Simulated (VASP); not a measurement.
Runs of VASP 6.6.1 on BiTe. The structure is that of space group Fm-3m (No. 225), or close to it. The cells are those of the table. 

```tsv
task	cell	gap on the mesh (eV)	pressure (GPa)
electric field gradients	a = 4.665 Å, angles 60.0°, 2 atoms	none	-5.0
single point	a = 4.560 Å, angles 60.0°, 2 atoms	none	-2.3
electric field gradients	a = 4.513 Å, angles 60.0°, 2 atoms	none	-0.7
electric field gradients	a = 4.635 Å, angles 60.0°, 2 atoms	none	(a)
electric field gradients	a = 4.552 Å, angles 60.7°, 2 atoms	none	-2.7
single point	a = 4.529, b = 4.529, c = 4.483 Å, angles 60.3, 60.3, 59.3°, 2 atoms	none	-0.7
electric field gradients	a = 4.598 Å, angles 59.3°, 2 atoms	none	-2.7
single point	a = 4.665 Å, angles 60.0°, 2 atoms	none	-5.0
electric field gradients	a = 4.605 Å, angles 60.0°, 2 atoms	none	-3.6
electric field gradients	a = 4.621 Å, angles 58.7°, 2 atoms	none	-2.7
```

Alike in all rows: level LDA; potentials or basis VASP PAW LDA potentials, release 64 (Bi_d, Te); no spin polarisation; k mesh 10 × 10 × 10; cutoff (eV) 520; smearing fermi-dirac 0.08 eV.

Q: Estimate the missing entries.

A: (a) -4.3.

Caveats: spin-orbit coupling is left out, which moves the levels of the heavy elements; the cell stands under tension (at least some runs).

A k mesh can miss the band edges, and the runs leave out spin-orbit coupling on Bi, Te.

A gap of «none» marks levels without a gap at the run's occupations.
